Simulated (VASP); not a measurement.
Crystal: BaS.

```
CELL_PARAMETERS angstrom
3.72181 0.00000 0.00000
0.00000 3.72181 0.00000
0.00000 0.00000 3.86105
ATOMIC_POSITIONS crystal
Ba 0.00000 0.00000 0.00000
S 0.50000 0.50000 0.50000
```

This cell differs from its parent crystal: epitaxial xy strain -2.9%.

Base run:

| Quantity | Value |
| --- | --- |
| Program | VASP 6.6.1 |
| Functional | r2SCAN |
| Potentials or basis | VASP PAW PBE potentials, release 64 (Ba_sv, S) |
| Cutoff | 520 eV |
| k mesh | 6 × 6 × 6 |
| Occupations | gaussian, width 0.01 eV |
| Spin | no spin polarisation |

Its results: band gap on the k mesh 1.59 eV (least direct gap 1.66 eV); pressure 4.1 GPa.

Task: The run is repeated on the same cell with these changes: functional from r2SCAN to HSE06; k mesh from 6 × 6 × 6 to 4 × 4 × 4. What comes out?

Result: Band gap on the k mesh 2.11 eV (least direct gap 2.20 eV); pressure 3.4 GPa.

Several settings changed at once.

Caveats: some runs use coarse meshes; the structure was generated, so it needn't be the stable form of BaS; the PAW data sets were made with another functional, which shifts forces and pressure a little; spin-orbit coupling is left out, which moves the levels of the heavy elements; the cell stands under pressure (at least some runs).

A k mesh can miss the band edges.
